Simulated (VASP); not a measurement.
Here is a VASP 6.6.1 calculation.

INCAR

```
PREC = Accurate
ENCUT = 520
EDIFF = 1E-6
ISMEAR = 0
SIGMA = 0.15
LREAL = F
LASPH = T
NELM = 100
ALGO = Fast
ISIF = 2
LWAVE = F
LCHARG = F
GGA = PS
NBANDS = 18
```

File KPOINTS:

```
Automatic mesh
0
Gamma
  18 18 10
```

POSCAR

```
Sc
1.0
    3.3087978973      0.0000000000      0.0000000000
   -1.6543989486      2.8655030350      0.0107456364
    0.0000000000      0.0197550000      5.2680000000
Sc
2
Direct
    0.3333333333      0.6666666667      0.2500000000
    0.6666666667      0.3333333333      0.7500000000
```

Potentials or basis: VASP PAW PBE potentials, release 64 (Sc_sv).

Launch:

```sh
$ cat potpaw_PBE.64/Sc_sv/POTCAR > POTCAR
$ mpirun -np 1 vasp_std > vasp.out
```

Task: Estimate the band gap on the k mesh.

Result: Zero (bands 11 and 12 overlap by 1.35 eV).

Task: Estimate the pressure.

Result: -2.7 GPa.

Stress tensor (GPa, compression positive):
```
-2.21  0.00  0.00
 0.00 -2.21 -0.20
 0.00 -0.20 -3.82
```

Caveat: the cell differs from its parent crystal (strain +0.0075 x Voigt [0, 0, 0, 1, 0, 0]); the PAW data sets were made with another functional, which shifts forces and pressure a little.
